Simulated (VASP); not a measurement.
CdSe:

```xyz
2
Lattice="0.0000 3.0906 3.0906 3.0906 0.0000 3.0906 3.0906 3.0906 0.0000" Properties=species:S:1:pos:R:3 pbc="T T T"
Cd    0.0000    0.0000    0.0000
Se    1.5453    1.5453    1.5453
```

Base run:

| Property | Result |
| --- | --- |
| Program | VASP 6.6.1 |
| Functional | RPBE |
| Potentials or basis | VASP PAW PBE potentials, release 64 (Cd, Se) |
| Cutoff | 520 eV |
| k mesh | 8 × 8 × 8 |
| Occupations | fermi-dirac, width 0.05 eV |
| Spin | no spin polarisation |

Its results: band gap on the k mesh 0.68 eV, direct; pressure 2.4 GPa.

**Question.** The run is repeated on the same cell with these changes: functional from RPBE to PBEsol. What comes out?

**Answer.** Band gap on the k mesh 0.39 eV, direct; pressure -2.0 GPa.

PBEsol binds more tightly than RPBE, so the same cell stands under less pressure.

Caveats: the PAW data sets were made with another functional, which shifts forces and pressure a little.

